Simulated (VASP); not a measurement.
# CO2 (fluorite type) (Fm-3m) in VASP: single point with PBE

Aim: the single point of CO2 (fluorite type) with PBE.

Everything below comes from runs of VASP 6.6.1. Logs are shortened: lines on timing, memory, paths and dates and some standing lists are left out, and cuts for length are marked.

### Step 1. The cell of the first run

It takes space group Fm-3m (No. 225, cubic). Conventional cell: a = 4.528 Å, b = 4.528 Å, c = 4.528 Å, α = 90.00°, β = 90.00°, γ = 90.00°. C (site symmetry m-3m) has 8 O at 1.96 Å within 2.6 Å. Within 2.6 Å of O (site symmetry -43m) lie 4 C at 1.96 Å and 6 O at 2.26 Å.

### Step 2. Single point, PBE

INCAR reads:

```
PREC = Accurate
ENCUT = 520
EDIFF = 1E-6
ISMEAR = -1
SIGMA = 0.06122561905347299
LREAL = False
LASPH = True
NELM = 100
ALGO = Normal
ISIF = 2
LWAVE = False
LCHARG = True
GGA = PE
LELF = True
LVHAR = True
NBANDS = 15
```

KPOINTS reads:

```
Automatic mesh
0
Gamma
  42 42 42
```

POSCAR reads:

```
CO2
1.0
    0.0000000000      2.2640189925      2.2640189925
    2.2640189925      0.0000000000      2.2640189925
    2.2640189925      2.2640189925      0.0000000000
C O
1 2
Direct
    0.0000000000      0.0000000000      0.0000000000
    0.2500000000      0.2500000000      0.2500000000
    0.7500000000      0.7500000000      0.7500000000
```

Potentials or basis: VASP PAW PBE potentials, release 64 (C, O).

On the command line:

```bash
> cat potpaw_PBE.64/C/POTCAR potpaw_PBE.64/O/POTCAR > POTCAR
> mpirun -np 1 vasp_std > vasp.out
```

OUTCAR:

```text
PREC = Accurate
   ENCUT = 520
   EDIFF = 1E-6
   ISMEAR = -1
   LREAL = False
   LASPH = True
   NELM = 100
   ISIF = 2
   GGA = PE

 ion  position               nearest neighbor table
   1  0.000  0.000  0.000-   3 1.96   3 1.96   3 1.96   2 1.96   2 1.96   2 1.96   3 1.96   2 1.96

   2  0.250  0.250  0.250-   1 1.96   1 1.96   1 1.96   1 1.96
   3  0.750  0.750  0.750-   1 1.96   1 1.96   1 1.96   1 1.96

  LATTYP: Found a face centered cubic cell.
 ALAT       =     4.5280379850

  Lattice vectors:

 A1 = (   0.0000000000,   2.2640189925,   2.2640189925)
 A2 = (   2.2640189925,   0.0000000000,   2.2640189925)
 A3 = (   2.2640189925,   2.2640189925,   0.0000000000)

Analysis of symmetry for initial positions (statically):
=====================================================================
 Subroutine PRICEL returns:
 Original cell was already a primitive cell.

 Routine SETGRP: Setting up the symmetry group for a
 face centered cubic supercell.

 Subroutine GETGRP returns: Found 48 space group operations
 (whereof 48 operations were pure point group operations)
 out of a pool of 48 trial point group operations.

The static configuration has the point symmetry O_h .

Analysis of symmetry for dynamics (positions and initial velocities):
=====================================================================
 Subroutine PRICEL returns:
 Original cell was already a primitive cell.

 Routine SETGRP: Setting up the symmetry group for a
 face centered cubic supercell.

 Subroutine GETGRP returns: Found 48 space group operations
 (whereof 48 operations were pure point group operations)
 out of a pool of 48 trial point group operations.

The dynamic configuration has the point symmetry O_h .

 Subroutine INISYM returns: Found 48 space group operations
 (whereof 48 operations are pure point group operations),
 and found     1 'primitive' translations

----------------------------------------------------------------------------------------

                                     Primitive cell

  volume of cell :      23.2097

  direct lattice vectors                    reciprocal lattice vectors
     0.000000000  2.264018993  2.264018993    -0.220846204  0.220846204  0.220846204
     2.264018993  0.000000000  2.264018993     0.220846204 -0.220846204  0.220846204
     2.264018993  2.264018993  0.000000000     0.220846204  0.220846204 -0.220846204

  length of vectors
     3.201806365  3.201806365  3.201806365     0.382516846  0.382516846  0.382516846

  position of ions in fractional coordinates (direct lattice)
     0.000000000  0.000000000  0.000000000
     0.250000000  0.250000000  0.250000000
     0.750000000  0.750000000  0.750000000

  ion indices of the primitive-cell ions
   primitive index   ion index
                 1           1
                 2           2
                 3           3

----------------------------------------------------------------------------------------

 KPOINTS: Automatic mesh

Automatic generation of k-mesh.
 Grid dimensions read from file:
 generate k-points for:   42   42   42

 Generating k-lattice:

  Cartesian coordinates                     Fractional coordinates (reciprocal lattice)
    -0.005258243  0.005258243  0.005258243     0.023809524  0.000000000  0.000000000
     0.005258243 -0.005258243  0.005258243     0.000000000  0.023809524  0.000000000
     0.005258243  0.005258243 -0.005258243     0.000000000  0.000000000  0.023809524

  Length of vectors
     0.009107544  0.009107544  0.009107544

  Shift w.r.t. Gamma in fractional coordinates (k-lattice)
     0.000000000  0.000000000  0.000000000

 Subroutine IBZKPT returns following result:
 ===========================================

 Found   1903 irreducible k-points:

 Following reciprocal coordinates:
            Coordinates               Weight
  0.000000  0.000000  0.000000      1.000000
  0.023810  0.000000  0.000000      8.000000
  0.047619  0.000000  0.000000      8.000000
  0.071429  0.000000  0.000000      8.000000
  0.095238  0.000000  0.000000      8.000000
  0.119048  0.000000  0.000000      8.000000
[... 16 lines left out ...]
  0.023810  0.023810  0.000000      6.000000
  0.047619  0.023810  0.000000     24.000000
 [... further k-points ...]
   k-points           NKPTS =   1903   k-points in BZ     NKDIM =   1903   number of bands    NBANDS=     15
   number of dos      NEDOS =    301   number of ions     NIONS =      3
   total plane-waves  NPLWV =  13824
   dimension x,y,z NGX =    24 NGY =   24 NGZ =   24
   dimension x,y,z NGXF=    48 NGYF=   48 NGZF=   48
   ions per type =               1   2
   NGX,Y,Z   is equivalent  to a cutoff of  12.46, 12.46, 12.46 a.u.
   NGXF,Y,Z  is equivalent  to a cutoff of  24.92, 24.92, 24.92 a.u.
 SYSTEM =  unknown system
   PREC   = accura    normal or accurate (medium, high low for compatibility)
   ISTART =      0    job   : 0-new  1-cont  2-samecut
   ICHARG =      2    charge: 1-file 2-atom 10-const
   ISPIN  =      1    spin polarized calculation?
   LNONCOLLINEAR =      F non collinear calculations
   LSORBIT =      F    spin-orbit coupling
   LASPH  =      T    aspherical Exc in radial PAW
   ENCUT  =  520.0 eV  38.22 Ry    6.18 a.u.   5.95  5.95  5.95*2*pi/ulx,y,z
   NELM   =    100;   NELMIN=  2; NELMDL= -5     # of ELM steps
   EDIFF  = 0.1E-05   stopping-criterion for ELM
   LREAL  =      F    real-space projection
   EDIFFG = 0.1E-04   stopping-criterion for IOM
   NSW    =      0    number of steps for IOM
   IBRION =     -1    ionic relax: 0-MD 1-quasi-New 2-CG
   NFREE  =      0    steps in history (QN), initial steepest desc. (CG)
   ISIF   =      2    stress and relaxation
   ISYM   =      2    0-nonsym 1-usesym 2-fastsym
   POTIM  = 0.5000    time-step for ionic-motion
   TEBEG  =    0.0;   TEEND  =   0.0 temperature during run
   PSTRESS=    0.0 pullay stress
   NELECT =      16.0000    total number of electrons
   NUPDOWN=      -1.0000    fix difference up-down
   EMIN   =  10.00;   EMAX   =-10.00  energy-range for DOS
   EFERMI =   0.00;   METHOD = LEGACY
   ISMEAR =    -1;   SIGMA  =   0.06  broadening in eV -4-tet -1-fermi 0-gaus
   EFERMI_NEDOS =   21; number of points for ismear=-14 and -15
   IALGO  =     38    algorithm
   IMIX   =      4    mixing-type and parameters
     AMIX     =   0.40;   BMIX     =  1.00
     AMIX_MAG =   1.60;   BMIX_MAG =  1.00
  volume/ion in A,a.u.               =       7.74        52.21
  Fermi-wavevector in a.u.,A,eV,Ry     =   1.446188  2.732899 28.456038  2.091460
  Thomas-Fermi vector in A             =   2.564285
   LORBIT       =      0    0 simple, 1 ext, 2 COOP (PROOUT), +10 PAW based schemes
   GGA     = PE    functional components
   LHFCALC =     F    Hartree Fock is set to
   AEXX    =    0.0000 exact exchange contribution
   IVDW    =     0    specifies the selected vdW correction
   LEPSILON=     F    determine dielectric tensor
   LRPA    =     F    only Hartree local field effects (RPA)
 non-spin polarized calculation
  energy-cutoff  :      520.00
  volume of cell :       23.21
 maximum number of plane-waves:       638
   NGX = 11   NGY = 11   NGZ = 11

 number of electron      16.0000012 magnetization

 Free energy of the ion-electron system (eV)
  ---------------------------------------------------
  ext. energy  EPLUGINS =         0.00000000
  ---------------------------------------------------
  free energy    TOTEN  =       -12.24599747 eV

  energy without entropy =      -12.21764344  energy(sigma->0) =      -12.23182046

 E-fermi :   4.3666     XC(G=0): -11.9304

 val. band max:        4.3661378500   @ k =  -0.3571   0.4762   0.1190
 cond. band min:       4.3669143873   @ k =  -0.3571   0.3571   0.1429
 fundamental gap:      0.0007765373
 Fermi energy:         4.3665567697

 k-point     1 :       0.0000    0.0000    0.0000
  band No.  band energies     occupation
      1     -17.4195      2.00000
      2     -11.0569      2.00000
      3      -0.0786      2.00000
      4       0.3105      2.00000
      5       0.3105      2.00000
      6       0.3105      2.00000
      7       1.7808      2.00000
      8       1.7808      2.00000
      9       1.7808      2.00000
     10       7.0165      0.00000
     11       7.0165      0.00000
     12       7.0165      0.00000
     13      18.9226      0.00000
     14      22.9562      0.00000
     15      22.9562      0.00000

 k-point     2 :       0.0238    0.0000    0.0000
  band No.  band energies     occupation
      1     -17.4116      2.00000
      2     -11.0651      2.00000
      3      -0.1538      2.00000
      4       0.2772      2.00000
      5       0.3019      2.00000
      6       0.3019      2.00000
      7       1.7837      2.00000
      8       1.7837      2.00000
      9       1.8914      2.00000
     10       7.0200      0.00000
     11       7.0239      0.00000
     12       7.0239      0.00000
     13      18.9314      0.00000
     14      22.9611      0.00000
     15      22.9611      0.00000

 k-point     3 :       0.0476    0.0000    0.0000
  band No.  band energies     occupation
      1     -17.3883      2.00000
      2     -11.0894      2.00000
      3      -0.3773      2.00000
      4       0.2352      2.00000
      5       0.2770      2.00000
      6       0.2770      2.00000
      7       1.7917      2.00000
      8       1.7917      2.00000
      9       2.1628      2.00000
     10       7.0308      0.00000
     11       7.0460      0.00000
     12       7.0460      0.00000
     13      18.9569      0.00000
     14      22.9758      0.00000
     15      22.9758      0.00000
[... 343 lines left out ...]
 k-point    23 :       0.0238    0.0238    0.0000
  band No.  band energies     occupation
      1     -17.4090      2.00000
      2     -11.0677      2.00000
      3      -0.1721      2.00000
      4       0.2595      2.00000
      5       0.2595      2.00000
      6       0.3355      2.00000
      7       1.8241      2.00000
      8       1.8241      2.00000
      9       1.8524      2.00000
     10       7.0013      0.00000
     11       7.0362      0.00000
     12       7.0362      0.00000
     13      18.9343      0.00000
     14      22.9532      0.00000
     15      22.9726      0.00000

 k-point    24 :       0.0476    0.0238    0.0000
  band No.  band energies     occupation
      1     -17.3909      2.00000
      2     -11.0866      2.00000
      3      -0.3374      2.00000
      4       0.2042      2.00000
      5       0.2074      2.00000
      6       0.3534      2.00000
      7       1.7978      2.00000
      8       1.8663      2.00000
      9       2.0701      2.00000
     10       6.9921      0.00000
     11       7.0610      0.00000
     12       7.0631      0.00000
     13      18.9541      0.00000
     14      22.9554      0.00000
     15      22.9937      0.00000

 [... further k-points ...]
[... 5 lines left out ...]
  --------------------------------------------------------------------------------------
  -------------------------------------------------------------------------------------
  Total       -0.4682428     -0.4682428     -0.4682428      0.0000000     -0.0000000      0.0000000
  in kB      -32.3229863    -32.3229863    -32.3229863      0.0000000     -0.0000000      0.0000000
  external PRESSURE =     -32.3229863 kB  Pullay stress =       0.0000000 kB

 VOLUME and BASIS-vectors are now :
 -----------------------------------------------------------------------------
  energy-cutoff  :      520.00
  volume of cell :       23.21
      direct lattice vectors                 reciprocal lattice vectors
     0.000000000  2.264018993  2.264018993    -0.220846204  0.220846204  0.220846204
     2.264018993  0.000000000  2.264018993     0.220846204 -0.220846204  0.220846204
     2.264018993  2.264018993  0.000000000     0.220846204  0.220846204 -0.220846204

 POSITION                                       TOTAL-FORCE (eV/Angst)
 -----------------------------------------------------------------------------------
      0.00000      0.00000      0.00000         0.000000     -0.000000      0.000000
      1.13201      1.13201      1.13201         0.000000      0.000000      0.000000
      3.39603      3.39603      3.39603        -0.000000     -0.000000     -0.000000
 -----------------------------------------------------------------------------------
    total drift:                                0.000000      0.000000      0.000000

  FREE ENERGIE OF THE ION-ELECTRON SYSTEM (eV)
  ---------------------------------------------------
  free  energy   TOTEN  =       -12.2459974720 eV

  energy  without entropy=      -12.2176434421  energy(sigma->0) =      -12.23182046
```

Wall time 12 min (1 thread of Intel Xeon 8259CL, shared host); peak memory 0.61 GiB.

Results:

| Item | Value |
| --- | --- |
| Free energy | -12.2460 eV |
| Pressure | -3.2 GPa |
| Band gap on the k mesh | zero (bands 8 and 9 overlap by 2.89 eV) |

Caveat: the cell stands under tension.
